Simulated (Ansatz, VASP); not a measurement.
One calculation of WC, two programs

The input INCAR:

```
SYSTEM = WC
PREC = Accurate
ENCUT = 600
EDIFF = 1E-6
ISMEAR = -1
SIGMA = 0.08
LREAL = .FALSE.
LASPH = .TRUE.
NELM = 60
ALGO = Normal
ISIF = 3
LWAVE = .FALSE.
LCHARG = .FALSE.
GGA = PE
IBRION = 2
NSW = 60
EDIFFG = -0.005
```

Contents of KPOINTS:

```
regular mesh
0
G
  16 16 16
  0 0 0
```

POSCAR

```
WC
1.0
    0.0000000000      2.1544346900      2.1544346900
    2.1544346900      0.0000000000      2.1544346900
    2.1544346900      2.1544346900      0.0000000000
W C
1 1
Direct
    0.0000000000      0.0000000000      0.0000000000
    0.5000000000      0.5000000000      0.5000000000
```

Input for Ansatz:

```yaml
crystal:
  lattice:
    - [0.0, 2.15443469, 2.15443469]
    - [2.15443469, 0.0, 2.15443469]
    - [2.15443469, 2.15443469, 0.0]
  atoms:
    - { symbol: W, position: [0.0, 0.0, 0.0] }
    - { symbol: C, position: [0.5, 0.5, 0.5] }
kpoints:
  mp_grid: { grid: [16, 16, 16] }
scf:
  occupations: { method: fermi_dirac, width: 0.08 }
hamiltonian:
  xc: pbe
  pseudopotentials: { kind: paw }
output:
  forces: true
  stress: true
relax:
  f_tol: 0.005
  max_steps: 40
  cell: {}
```

Alike in both runs: task relaxation of cell and atoms; functional PBE; k mesh 16 × 16 × 16; occupations fermi-dirac, width 0.08 eV; no spin polarisation.

```csv
,VASP,Ansatz
version,VASP 6.6.1,Ansatz 0.2.0
potentials or method,"VASP PAW PBE potentials, release 64 (W_sv, C)","PAW with Ansatz's default frozen-core files, scalar-relativistic"
plane-wave cutoff (eV),600,420
valence electrons in the cell,18,18
```

Ansatz gave:

| Property | Result |
| --- | --- |
| relaxed volume (Å³/atom) | 10.51 |
| relaxed length of the cell vector where the two differ most in proportion (Å) | 3.097 |

Task: What did VASP give for the same quantities?

Result: Relaxed volume (Å³/atom): 10.53; relaxed length of the cell vector where the two differ most in proportion (Å): 3.100.

Neither program's run includes spin-orbit coupling. Noted on VASP's run: too few bands were computed for a metal, which touches its energy and stress.
